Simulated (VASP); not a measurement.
The system is Si2Mo.

```
Mo Si
1.0
    -1.60000    1.60000    3.93050
     1.60000   -1.60000    3.93050
     1.60000    1.60000   -3.93050
Mo Si
1 2
Direct
  0.00000 0.00000 0.00000
  0.66700 0.66700 0.00000
  0.33300 0.33300 0.00000
```

Program: VASP 6.6.1. Alike in all runs: task single point; potentials or basis VASP PAW PBE potentials, release 64 (Mo_sv, Si); cell as given.

Problem. Order these runs on this cell by their pressure, lowest first.
A. level revPBE+D3(BJ)+U; spin off; U Mo d U = 4.5 eV; k mesh 12 × 12 × 12; cutoff (eV) 500; smearing fermi-dirac 0.1 eV
B. level PBEsol; spin non-collinear, zero start, SOC; k mesh 9 × 9 × 9; cutoff (eV) 520; smearing fermi-dirac 0.05 eV
C. level PBEsol+U; spin off; U Mo d U = 6.0 eV; k mesh 12 × 12 × 12; cutoff (eV) 520; smearing fermi-dirac 0.05 eV
D. level pbesol exchange, pbe correlation; spin non-collinear, typed start, SOC; k mesh 9 × 9 × 9; cutoff (eV) 500; smearing fermi-dirac 0.15 eV
E. level PBE+U; spin off; U Mo d U = 6.0 eV; k mesh 12 × 12 × 12; cutoff (eV) 520; smearing fermi-dirac 0.05 eV

Solution. A (-6.8 GPa), D (-4.1 GPa), B (-2.3 GPa), C (1.5 GPa), E (6.3 GPa).

Caveats: the PAW data sets were made with another functional, which shifts forces and pressure a little (at least some runs); U without spin polarisation on a metal has little footing (at least some runs); the U is typed as a test and isn't derived for this compound (at least some runs); the cell stands under tension (at least some runs); three body term missing (at least some runs); the cell stands under pressure (at least some runs).
